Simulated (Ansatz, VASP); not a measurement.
One calculation of W, two programs

The input INCAR:

```
  ALGO = Normal
  EDIFF = 1E-6
  ENCUT = 520
  GGA = PS
  ISIF = 2
  ISMEAR = 1
  LASPH = True
  LCHARG = False
  LREAL = False
  LWAVE = False
  NBANDS = 13
  NELM = 60
  PREC = Accurate
  SIGMA = 0.1
```

The input KPOINTS:

```
k-points
0
Gamma
  36 36 36
```

The input POSCAR:

```
W
1.0
   -1.5800000000      1.5800000000      1.5800000000
    1.5800000000     -1.5800000000      1.5800000000
    1.5800000000      1.5800000000     -1.5800000000
W
1
Direct
    0.0000000000      0.0000000000      0.0000000000
```

Input for Ansatz:

```yaml
crystal:
  lattice:
    - [-1.58, 1.58, 1.58]
    - [1.58, -1.58, 1.58]
    - [1.58, 1.58, -1.58]
  atoms:
    - { symbol: W, position: [0.0, 0.0, 0.0] }
kpoints:
  mp_grid: { grid: [36, 36, 36] }
scf:
  occupations: { method: cold, width: 0.1 }
hamiltonian:
  xc: pbesol
  pseudopotentials: { kind: paw }
output:
  forces: true
  stress: true
  populations: false
```

Alike in both runs: task single point; functional PBEsol; k mesh 36 × 36 × 36; no spin polarisation.

|  | VASP | Ansatz |
| --- | --- | --- |
| version | VASP 6.6.1 | Ansatz 0.2.0 |
| potentials or method | VASP PAW PBE potentials, release 64 (W_sv) | plane-wave PAW, scalar-relativistic |
| plane-wave cutoff (eV) | 520 | 420 |
| occupations | methfessel-paxton of order 1, width 0.1 eV | cold, width 0.1 eV |
| valence electrons in the cell | 14 | 14 |

```tsv
	VASP	Ansatz	Ansatz less VASP
pressure (GPa)	-1.1	-1.8	-0.65
```

VASP's potentials were made for PBE, not for PBEsol.

Spin-orbit coupling is off throughout.
